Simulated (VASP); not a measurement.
Wanted: the native input for a VASP 6.6.1 run.

```yaml
Task: single point
Functional: r2SCAN
Potentials_or_basis: VASP PAW PBE potentials, release 64 (K_sv, Cl)
Cutoff: 520 eV
k_mesh: 5 × 5 × 5
Occupations: fermi-dirac, width 0.02 eV
Spin: no spin polarisation
Dipole_correction: no
Further_INCAR_settings: ALGO = Normal; EDIFF = 1e-07; NBANDS = 15
```

Crystal: KCl.

```
K Cl
1.0
     0.00000    3.14476    3.14476
     3.14476    0.00000    3.14476
     3.14476    3.14476    0.00000
K Cl
1 1
Direct
  0.00000 0.00000 0.00000
  0.50000 0.50000 0.50000
```

These files were run (other wordings do the same):

POSCAR

```
KCl
1.0
    0.0000000000      3.1447610994      3.1447610994
    3.1447610994      0.0000000000      3.1447610994
    3.1447610994      3.1447610994      0.0000000000
K Cl
1 1
Direct
    0.0000000000      0.0000000000      0.0000000000
    0.5000000000      0.5000000000      0.5000000000
```

INCAR.step1

```
PREC = Accurate ; ENCUT = 520
ISMEAR = -1 ; SIGMA = 0.02
LREAL = F ; LASPH = T
NELM = 60 ; NBANDS = 15
GGA = PE ; ALGO = Normal
EDIFF = 1E-4 ; LWAVE = T
LCHARG = F
```

INCAR.step2

```
PREC = Accurate ; ENCUT = 520
EDIFF = 1E-7 ; ISMEAR = -1
SIGMA = 0.02 ; LREAL = F
LASPH = T ; NELM = 60
ALGO = Normal ; ISIF = 2
LWAVE = F ; LCHARG = F
METAGGA = R2SCAN ; LMIXTAU = T
NBANDS = 15 ; ISTART = 1
```

KPOINTS

```
Automatic mesh
0
Gamma
  5 5 5
```

Potentials or basis: VASP PAW PBE potentials, release 64 (K_sv, Cl).

Command:

```bash
$ cat potpaw_PBE.64/K_sv/POTCAR potpaw_PBE.64/Cl/POTCAR > POTCAR
$ cp INCAR.step1 INCAR
$ mpirun -np 1 vasp_std > vasp.out
$ cp INCAR.step2 INCAR
$ mpirun -np 1 vasp_std > vasp.out
```

It gave:

The pressure is 0.0 GPa. The band gap on the k mesh is 5.84 eV.

Caveat: the PAW data sets were made with another functional, which shifts forces and pressure a little.

Wall time 31 s on 1 thread of Intel(R) Xeon(R) 6975P-C (Granite Rapids), on a shared host, peak memory 0.22 GiB.
